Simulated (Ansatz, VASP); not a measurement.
One calculation of AlN, two programs

File INCAR:

```
SYSTEM = AlN
ALGO = Normal
EDIFF = 1E-7
EDIFFG = -0.002
ENCUT = 520
GGA = PS
GGA_COMPAT = .FALSE.
IBRION = 2
ISIF = 2
ISMEAR = 0
LASPH = .TRUE.
LCHARG = .FALSE.
LREAL = .FALSE.
LWAVE = .FALSE.
NELM = 120
NELMIN = 4
NSW = 60
PREC = Accurate
SIGMA = 0.02
```

File KPOINTS:

```
k-points
0
G
  9 9 4
  0 0 0
```

Contents of POSCAR:

```
AlN
1.0
    3.1449155735      0.0000000000      0.0000000000
   -1.5724577868      2.7235767794      0.0000000000
    0.0000000000      0.0000000000      4.9525023395
Al N
2 2
Direct
    0.3333333333      0.6666666667     -0.0015224502
    0.6666666667      0.3333333333      0.4984775498
    0.3333333333      0.6666666667      0.3835224502
    0.6666666667      0.3333333333      0.8835224502
```

Input for Ansatz:

```yaml
crystal:
  lattice:
    - [3.1449155735, 0.0, 0.0]
    - [-1.5724577868, 2.7235767794, 0.0]
    - [0.0, 0.0, 4.9525023395]
  atoms:
    - { symbol: Al, position: [0.3333333333, 0.6666666667, -0.0015224502] }
    - { symbol: Al, position: [0.6666666667, 0.3333333333, 0.4984775498] }
    - { symbol: "N", position: [0.3333333333, 0.6666666667, 0.3835224502] }
    - { symbol: "N", position: [0.6666666667, 0.3333333333, 0.8835224502] }
basis:
  ecutwfc: 420
kpoints:
  mp_grid: { grid: [9, 9, 4] }
hamiltonian:
  xc: pbesol
scf:
  occupations: { method: gaussian, width: 0.02 }
output:
  forces: true
  stress: true
  eigenvalues: true
relax:
  adjacent_minimum: "off"
  f_tol: 0.002
  max_steps: 40
```

Change from the starting cell: strained cell.

Alike in both runs: task relaxation of the atoms; functional PBEsol; k mesh 9 × 9 × 4; occupations gaussian, width 0.02 eV; no spin polarisation.

```csv
,VASP,Ansatz
version,VASP 6.6.1,Ansatz 0.2.0
potentials or method,"VASP PAW PBE potentials, release 64 (Al, N), cutoff 520 eV","scalar-relativistic, plane waves, PAW"
valence electrons in the cell,16,16
```

```tsv
	VASP	Ansatz	Ansatz less VASP
gap on the k mesh at the Fermi level, each at its own relaxed structure (eV)	3.91	3.89	-0.014
```

VASP's potentials were made for PBE, not for PBEsol. Ansatz's warnings: stress scf threshold loose.

Noted on VASP's run: the relaxation stopped at its first step, so nothing moved.
